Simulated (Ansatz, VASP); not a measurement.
## One calculation of LiH, two programs

INCAR

```
SYSTEM = LiH
PREC = Accurate ; ENCUT = 520
EDIFF = 1E-8 ; ISMEAR = -1
SIGMA = 0.03 ; LREAL = .FALSE.
LASPH = .TRUE. ; NELM = 60
ALGO = Normal ; ISIF = 2
LWAVE = .FALSE. ; LCHARG = .FALSE.
LEFG = .TRUE. ; NBANDS = 9
```

Contents of KPOINTS:

```
regular mesh
0
G
  11 11 11
  0 0 0
```

POSCAR

```
LiH
1.0
    0.0000000000      2.0592464883      2.0592464883
    2.0592464883      0.0000000000      2.0592464883
    2.0592464883      2.0592464883      0.0000000000
Li H
1 1
Direct
    0.0000000000      0.0000000000      0.0000000000
    0.5000000000      0.5000000000      0.5000000000
```

Input for Ansatz:

```yaml
crystal:
  lattice:
    - [0.0, 2.0592464883, 2.0592464883]
    - [2.0592464883, 0.0, 2.0592464883]
    - [2.0592464883, 2.0592464883, 0.0]
  atoms:
    - { symbol: Li, position: [0.0, 0.0, 0.0] }
    - { symbol: H, position: [0.5, 0.5, 0.5] }
kpoints:
  mp_grid: { grid: [11, 11, 11] }
scf:
  occupations: { method: fermi_dirac, width: 0.03 }
hamiltonian:
  xc: lda
  pseudopotentials: { kind: all_electron, datasets: crystal }
output:
  forces: true
  stress: true
  eigenvalues: true
  efg: { contact_densities: true }
```

Change from the starting cell: volume scaled by 1.04, crystal datasets.

Alike in both runs: task electric field gradients; functional LDA; k mesh 11 × 11 × 11; occupations fermi-dirac, width 0.03 eV; no spin polarisation.

```csv
,VASP,Ansatz
version,VASP 6.6.1,Ansatz 0.2.0
potentials or method,"VASP PAW LDA potentials, release 64 (Li_sv, H), cutoff 520 eV","all-electron PAW with datasets made for the crystal, scalar-relativistic"
```

|  | VASP | Ansatz | Ansatz less VASP |
| --- | --- | --- | --- |
| gap on the k mesh at the Fermi level (eV) | 2.86 | 2.87 | +0.009 |

LDA's correlation is that of Perdew and Zunger in VASP and of Perdew and Wang (1992) in Ansatz. Ansatz ran all-electron here, and VASP with PAW potentials.

Noted on VASP's run: the cutoff is short for stress, so the pressure is rough.
